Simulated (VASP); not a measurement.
**TiO2: single point with LDA**

The system is TiO2.

```
Ti O
1.0
     5.42535    0.00000    0.00000
    -2.71267    4.69849    0.00000
     0.00000    0.00000    5.88207
Ti O
3 6
Direct
  0.45671 0.00000 0.33333
  0.00000 0.45671 0.66667
  0.54329 0.54329 0.00000
  0.39834 0.27440 0.22588
  0.71356 0.12835 0.55921
  0.87165 0.58521 0.89254
  0.28644 0.41479 0.77412
  0.12835 0.71356 0.44079
  0.58521 0.87165 0.10746
```

This cell differs from its parent crystal: atom 4 (O) moved -0.080 Å along Cartesian [1 1 0].

* Program: VASP 6.6.1
* Task: single point
* Functional: LDA
* Potentials or basis: VASP PAW LDA potentials, release 64 (Ti_sv, O)
* Cutoff: 600 eV
* k mesh: 6 × 6 × 4
* Occupations: gaussian, width 0.05 eV
* Spin: no spin polarisation

* Pressure: 0.4 GPa
* Largest force: 0.814 eV/Å
* Band gap on the k mesh: 3.64 eV (least direct gap 3.66 eV)

Forces in eV/Å, atoms in the order of the input:
```
Ti  -0.170 -0.077  0.021
Ti   0.011 -0.032 -0.117
Ti  -0.136 -0.463  0.434
O    0.056  0.667 -0.463
O    0.069  0.025  0.122
O   -0.062  0.048  0.152
O    0.162  0.017  0.018
O   -0.075 -0.110  0.013
O    0.146 -0.076 -0.179
```

Stress tensor (GPa, compression positive):
```
 0.76 -0.16  0.02
-0.16  0.10  0.67
 0.02  0.67  0.29
```

Levels at points of the mesh, in eV from the valence-band top:
```
           k point  band 32  band 33  band 34  band 35  band 36  band 37  band 38  band 39  band 40  band 41
(0.00, 0.00, 0.00)    -0.87    -0.82    -0.48    -0.34    -0.31     3.77     4.24     4.27     4.59     4.70
(0.50, 0.00, 0.00)    -0.86    -0.79    -0.75    -0.25     0.00     3.92     3.95     4.23     4.90     5.36
(0.00, 0.50, 0.00)    -0.81    -0.79    -0.75    -0.25    -0.01     3.88     3.91     4.25     4.92     5.37
(0.50, 0.50, 0.00)    -0.84    -0.76    -0.73    -0.23    -0.02     3.91     3.96     4.22     4.79     5.43
(0.00, 0.00, 0.50)    -0.98    -0.73    -0.10    -0.08    -0.02     3.64     4.01     4.07     4.50     4.58
(0.50, 0.00, 0.50)    -0.86    -0.74    -0.42    -0.29    -0.24     4.25     4.44     4.47     4.88     4.95
(0.00, 0.50, 0.50)    -0.82    -0.73    -0.43    -0.31    -0.29     4.23     4.37     4.48     4.93     4.93
(0.50, 0.50, 0.50)    -0.84    -0.75    -0.43    -0.29    -0.27     4.26     4.41     4.48     4.82     4.97
```

Run time: 11 min on 1 thread of Intel(R) Xeon(R) Platinum 8259CL CPU @ 2.50GHz (Skylake/Cascade Lake), with other jobs on the host, peak memory 0.58 GiB.

Caveat: the cell differs from its parent crystal (atom 4 (O) moved -0.080 Å along Cartesian [1 1 0]). A k mesh can miss the band edges.
